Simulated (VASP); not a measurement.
# CuI (Cmcm) in VASP: a series of runs

The runs below take CuI through single point, with LDA.

Program: VASP 6.6.1. These are calculated values, not measurements. Logs are shortened: lines on timing, memory, paths and dates and some standing lists are left out, and cuts for length are marked.

## 1. The cell of the first run

The structure is orthorhombic, space group Cmcm (No. 63). The conventional cell has a = 7.466 Å, b = 7.422 Å, c = 4.436 Å, α = 90.00°, β = 90.00°, γ = 90.00°. Within 3.3 Å of Cu (site symmetry m2m) lie 2 Cu at 2.51 Å and 3 I at 2.59 to 2.63 Å. Within 3.4 Å of I (site symmetry m2m) lie 3 Cu at 2.59 to 2.63 Å.

## 2. Single point, LDA (zz strain of +3 %)

Input file INCAR:

```
SYSTEM = CuI
PREC = Accurate
ENCUT = 520
EDIFF = 1E-6
ISMEAR = -1
SIGMA = 0.02
LREAL = .False.
LASPH = .True.
NELM = 100
ALGO = Normal
ISIF = 2
LWAVE = .False.
LCHARG = .False.
NBANDS = 26
```

Input file KPOINTS:

```
regular mesh
0
Gamma
  5 5 6
  0 0 0
```

Input file POSCAR:

```
CuI
1.0
    3.7331675900     -3.7110863700      0.0000000000
    3.7331675900      3.7110863700      0.0000000000
    0.0000000000      0.0000000000      4.4362076001
Cu I
2 2
Direct
    0.4204388300      0.5795611700      0.7500000000
    0.5795611700      0.4204388300      0.2500000000
    0.7700426800      0.2299573200      0.7500000000
    0.2299573200      0.7700426800      0.2500000000
```

Potentials or basis: VASP PAW LDA potentials, release 64 (Cu, I).

The run is started by

```sh
$ cat potpaw_LDA.64/Cu/POTCAR potpaw_LDA.64/I/POTCAR > POTCAR
$ mpirun -np 1 vasp_std > vasp.out
```

OUTCAR:

```text
SYSTEM = CuI
   PREC = Accurate
   ENCUT = 520
   EDIFF = 1E-6
   ISMEAR = -1
   LREAL = .False.
   LASPH = .True.
   NELM = 100
   ISIF = 2

 ion  position               nearest neighbor table
   1  0.420  0.580  0.750-   2 2.51   2 2.51   3 2.59   4 2.63   4 2.63
   2  0.580  0.420  0.250-   1 2.51   1 2.51   4 2.59   3 2.63   3 2.63
   3  0.770  0.230  0.750-   1 2.59   2 2.63   2 2.63
   4  0.230  0.770  0.250-   2 2.59   1 2.63   1 2.63

  LATTYP: Found a base centered orthorhombic cell.
 ALAT       =     7.4221727400
 B/A-ratio  =     1.0059500690
 C/A-ratio  =     0.5976966254

  Lattice vectors:

 A1 = (  -3.7331675900,  -3.7110863700,   0.0000000000)
 A2 = (   3.7331675900,  -3.7110863700,   0.0000000000)
 A3 = (   0.0000000000,   0.0000000000,   4.4362076001)

Analysis of symmetry for initial positions (statically):
=====================================================================
 Subroutine PRICEL returns:
 Original cell was already a primitive cell.

 Routine SETGRP: Setting up the symmetry group for a
 base centered orthorhombic supercell.

 Subroutine GETGRP returns: Found  8 space group operations
 (whereof  4 operations were pure point group operations)
 out of a pool of  8 trial point group operations.

The static configuration has the point symmetry C_2h.
 The point group associated with its full space group is D_2h.

Analysis of symmetry for dynamics (positions and initial velocities):
=====================================================================
 Subroutine PRICEL returns:
 Original cell was already a primitive cell.

 Routine SETGRP: Setting up the symmetry group for a
 base centered orthorhombic supercell.

 Subroutine GETGRP returns: Found  8 space group operations
 (whereof  4 operations were pure point group operations)
 out of a pool of  8 trial point group operations.

The dynamic configuration has the point symmetry C_2h.
 The point group associated with its full space group is D_2h.

 Subroutine INISYM returns: Found  8 space group operations
 (whereof  4 operations are pure point group operations),
 and found     1 'primitive' translations

----------------------------------------------------------------------------------------

                                     Primitive cell

  volume of cell :     122.9194

  direct lattice vectors                    reciprocal lattice vectors
     3.733167590 -3.711086370  0.000000000     0.133934518 -0.134731437  0.000000000
     3.733167590  3.711086370  0.000000000     0.133934518  0.134731437  0.000000000
     0.000000000  0.000000000  4.436207600     0.000000000  0.000000000  0.225417764

  length of vectors
     5.263905613  5.263905613  4.436207600     0.189976354  0.189976354  0.225417764

  position of ions in fractional coordinates (direct lattice)
     0.420438830  0.579561170  0.750000000
     0.579561170  0.420438830  0.250000000
     0.770042680  0.229957320  0.750000000
     0.229957320  0.770042680  0.250000000

  ion indices of the primitive-cell ions
   primitive index   ion index
                 1           1
                 2           2
                 3           3
                 4           4

----------------------------------------------------------------------------------------

 KPOINTS: regular mesh

Automatic generation of k-mesh.
 Grid dimensions read from file:
 generate k-points for:    5    5    6

 Generating k-lattice:

  Cartesian coordinates                     Fractional coordinates (reciprocal lattice)
     0.026786904 -0.026946287  0.000000000     0.200000000  0.000000000  0.000000000
     0.026786904  0.026946287  0.000000000     0.000000000  0.200000000  0.000000000
     0.000000000  0.000000000  0.037569627     0.000000000  0.000000000  0.166666667

  Length of vectors
     0.037995271  0.037995271  0.037569627

  Shift w.r.t. Gamma in fractional coordinates (k-lattice)
     0.000000000  0.000000000  0.000000000

 Subroutine IBZKPT returns following result:
 ===========================================

 Found     36 irreducible k-points:

 Following reciprocal coordinates:
            Coordinates               Weight
  0.000000  0.000000  0.000000      1.000000
  0.200000  0.000000  0.000000      4.000000
  0.400000  0.000000  0.000000      4.000000
  0.200000  0.200000  0.000000      2.000000
  0.400000  0.200000  0.000000      4.000000
 -0.400000  0.200000  0.000000      4.000000
[... 16 lines left out ...]
  0.400000  0.200000  0.333333      8.000000
 -0.400000  0.200000  0.333333      8.000000
 [... further k-points ...]
   k-points           NKPTS =     36   k-points in BZ     NKDIM =     36   number of bands    NBANDS=     26
   number of dos      NEDOS =    301   number of ions     NIONS =      4
   total plane-waves  NPLWV =  57600
   dimension x,y,z NGX =    40 NGY =   40 NGZ =   36
   dimension x,y,z NGXF=    80 NGYF=   80 NGZF=   72
   ions per type =               2   2
   NGX,Y,Z   is equivalent  to a cutoff of  12.63, 12.63, 13.49 a.u.
   NGXF,Y,Z  is equivalent  to a cutoff of  25.27, 25.27, 26.98 a.u.
 SYSTEM =  CuI
   PREC   = accura    normal or accurate (medium, high low for compatibility)
   ISTART =      0    job   : 0-new  1-cont  2-samecut
   ICHARG =      2    charge: 1-file 2-atom 10-const
   ISPIN  =      1    spin polarized calculation?
   LNONCOLLINEAR =      F non collinear calculations
   LSORBIT =      F    spin-orbit coupling
   LASPH  =      T    aspherical Exc in radial PAW
   ENCUT  =  520.0 eV  38.22 Ry    6.18 a.u.   9.79  9.79  8.25*2*pi/ulx,y,z
   NELM   =    100;   NELMIN=  2; NELMDL= -5     # of ELM steps
   EDIFF  = 0.1E-05   stopping-criterion for ELM
   LREAL  =      F    real-space projection
   EDIFFG = 0.1E-04   stopping-criterion for IOM
   NSW    =      0    number of steps for IOM
   IBRION =     -1    ionic relax: 0-MD 1-quasi-New 2-CG
   NFREE  =      0    steps in history (QN), initial steepest desc. (CG)
   ISIF   =      2    stress and relaxation
   ISYM   =      2    0-nonsym 1-usesym 2-fastsym
   POTIM  = 0.5000    time-step for ionic-motion
   TEBEG  =    0.0;   TEEND  =   0.0 temperature during run
   PSTRESS=    0.0 pullay stress
   NELECT =      36.0000    total number of electrons
   NUPDOWN=      -1.0000    fix difference up-down
   EMIN   =  10.00;   EMAX   =-10.00  energy-range for DOS
   EFERMI =   0.00;   METHOD = LEGACY
   ISMEAR =    -1;   SIGMA  =   0.02  broadening in eV -4-tet -1-fermi 0-gaus
   EFERMI_NEDOS =   21; number of points for ismear=-14 and -15
   IALGO  =     38    algorithm
   IMIX   =      4    mixing-type and parameters
     AMIX     =   0.40;   BMIX     =  1.00
     AMIX_MAG =   1.60;   BMIX_MAG =  1.00
  volume/ion in A,a.u.               =      30.73       207.38
  Fermi-wavevector in a.u.,A,eV,Ry     =   1.087182  2.054476 16.081602  1.181964
  Thomas-Fermi vector in A             =   2.223335
   LORBIT       =      0    0 simple, 1 ext, 2 COOP (PROOUT), +10 PAW based schemes
   GGA     = CA    functional components
   LHFCALC =     F    Hartree Fock is set to
   AEXX    =    0.0000 exact exchange contribution
   IVDW    =     0    specifies the selected vdW correction
   LEPSILON=     F    determine dielectric tensor
   LRPA    =     F    only Hartree local field effects (RPA)
 non-spin polarized calculation
  energy-cutoff  :      520.00
  volume of cell :      122.92
 maximum number of plane-waves:      3332
   NGX = 19   NGY = 19   NGZ = 17

 number of electron      35.9999998 magnetization

 Free energy of the ion-electron system (eV)
  ---------------------------------------------------
  ext. energy  EPLUGINS =         0.00000000
  ---------------------------------------------------
  free energy    TOTEN  =       -13.38298777 eV

  energy without entropy =      -13.38298777  energy(sigma->0) =      -13.38298777

 E-fermi :   3.6211     XC(G=0):  -8.8622

 val. band max:        3.2177418835   @ k =   0.0000   0.0000   0.0000
 cond. band min:       4.1302805235   @ k =   0.0000   0.0000   0.0000
 fundamental gap:      0.9125386400
 Fermi energy:         3.6211385948

 k-point     1 :       0.0000    0.0000    0.0000
  band No.  band energies     occupation
      1     -10.3721      2.00000
      2      -9.6736      2.00000
      3      -2.0206      2.00000
      4      -0.7309      2.00000
      5      -0.5579      2.00000
      6      -0.4362      2.00000
[... 18 lines left out ...]
     25      11.2628      0.00000
     26      11.4510      0.00000

 k-point     2 :       0.2000    0.0000    0.0000
  band No.  band energies     occupation
      1     -10.3061      2.00000
      2      -9.7378      2.00000
      3      -1.9573      2.00000
      4      -0.8992      2.00000
      5      -0.6785      2.00000
      6      -0.3723      2.00000
[... 18 lines left out ...]
     25      11.0329      0.00000
     26      11.2850      0.00000

 k-point     3 :       0.4000    0.0000    0.0000
  band No.  band energies     occupation
      1     -10.1351      2.00000
      2      -9.9060      2.00000
      3      -1.7657      2.00000
      4      -1.2715      2.00000
      5      -0.7684      2.00000
      6      -0.1792      2.00000
[... 18 lines left out ...]
     25      10.3604      0.00000
     26      10.4884      0.00000

 k-point     4 :       0.2000    0.2000    0.0000
  band No.  band energies     occupation
      1     -10.2727      2.00000
      2      -9.7553      2.00000
      3      -2.2113      2.00000
      4      -0.7230      2.00000
      5      -0.6278      2.00000
      6      -0.3263      2.00000
[... 18 lines left out ...]
     25       9.9923      0.00000
     26      11.0382      0.00000
[... 496 lines left out ...]
      1     -10.0242      2.00000
      2      -9.7545      2.00000
      3      -1.9737      2.00000
      4      -1.4998      2.00000
      5      -1.0602      2.00000
      6      -0.6166      2.00000
[... 18 lines left out ...]
     25      10.0376      0.00000
     26      10.2739      0.00000

 k-point    23 :       0.4000    0.2000    0.3333
  band No.  band energies     occupation
      1      -9.9463      2.00000
      2      -9.8056      2.00000
      3      -2.1523      2.00000
      4      -1.5671      2.00000
      5      -0.9562      2.00000
      6      -0.5157      2.00000
[... 18 lines left out ...]
     25      10.2313      0.00000
     26      10.5843      0.00000

 k-point    24 :      -0.4000    0.2000    0.3333
  band No.  band energies     occupation
      1      -9.9048      2.00000
      2      -9.8480      2.00000
      3      -2.2297      2.00000
      4      -1.6868      2.00000
      5      -0.6686      2.00000
      6      -0.3706      2.00000
[... 18 lines left out ...]
     25      10.7816      0.00000
     26      11.2261      0.00000

 [... further k-points ...]

------------------------ aborting loop because EDIFF is reached ----------------------------------------

  FORCE on cell =-STRESS in cart. coord.  units (eV):
  Direction    XX          YY          ZZ          XY          YZ          ZX
  --------------------------------------------------------------------------------------
  -------------------------------------------------------------------------------------
  Total       -1.1905516     -3.6571219     -5.4093138      0.0000000     -0.0000000      0.0000000
  in kB      -15.5180951    -47.6682949    -70.5070184      0.0000000     -0.0000000      0.0000000
  external PRESSURE =     -44.5644695 kB  Pullay stress =       0.0000000 kB

 VOLUME and BASIS-vectors are now :
 -----------------------------------------------------------------------------
  energy-cutoff  :      520.00
  volume of cell :      122.92
      direct lattice vectors                 reciprocal lattice vectors
     3.733167590 -3.711086370  0.000000000     0.133934518 -0.134731437  0.000000000
     3.733167590  3.711086370  0.000000000     0.133934518  0.134731437  0.000000000
     0.000000000  0.000000000  4.436207600     0.000000000  0.000000000  0.225417764

 POSITION                                       TOTAL-FORCE (eV/Angst)
 -----------------------------------------------------------------------------------
      3.73317      0.59052      3.32716         0.000000     -0.085877     -0.000000
      3.73317     -0.59052      1.10905         0.000000      0.085877      0.000000
      3.73317     -2.00430      3.32716         0.000000      0.571830      0.000000
      3.73317      2.00430      1.10905         0.000000     -0.571830      0.000000
 -----------------------------------------------------------------------------------
    total drift:                                0.000000     -0.000000      0.000000

  FREE ENERGIE OF THE ION-ELECTRON SYSTEM (eV)
  ---------------------------------------------------
  free  energy   TOTEN  =       -13.3829877699 eV

  energy  without entropy=      -13.3829877699  energy(sigma->0) =      -13.38298777
```

Wall time 2.1 min (1 thread of Intel Xeon Platinum 8259CL at 2.50GHz (Skylake/Cascade Lake), shared host); peak memory 0.26 GiB.

Results:

| Item | Value |
| --- | --- |
| Free energy | -13.3830 eV |
| Pressure | -4.5 GPa |
| Largest force | 0.572 eV/Å |
| Band gap on the k mesh | 0.91 eV, direct |

Forces on the atoms (eV/Å):
```
Cu   0.000 -0.086  0.000
Cu   0.000  0.086  0.000
I    0.000  0.572  0.000
I    0.000 -0.572  0.000
```

Levels at points of the mesh, in eV from the valence-band top:
```tsv
k point	band 15	band 16	band 17	band 18	band 19	band 20	band 21	band 22
(0.00, 0.00, 0.00)	-1.64	-1.35	-0.76	0.00	0.91	1.88	2.20	4.77
(0.00, 0.00, 0.50)	-1.69	-1.69	-1.43	-1.43	3.61	3.61	3.84	3.84
```

Caveat: the cell differs from its parent crystal (zz strain of +3 %); spin-orbit coupling is left out, which moves the levels of the heavy elements.

(Part 1 of 2 ends here.)
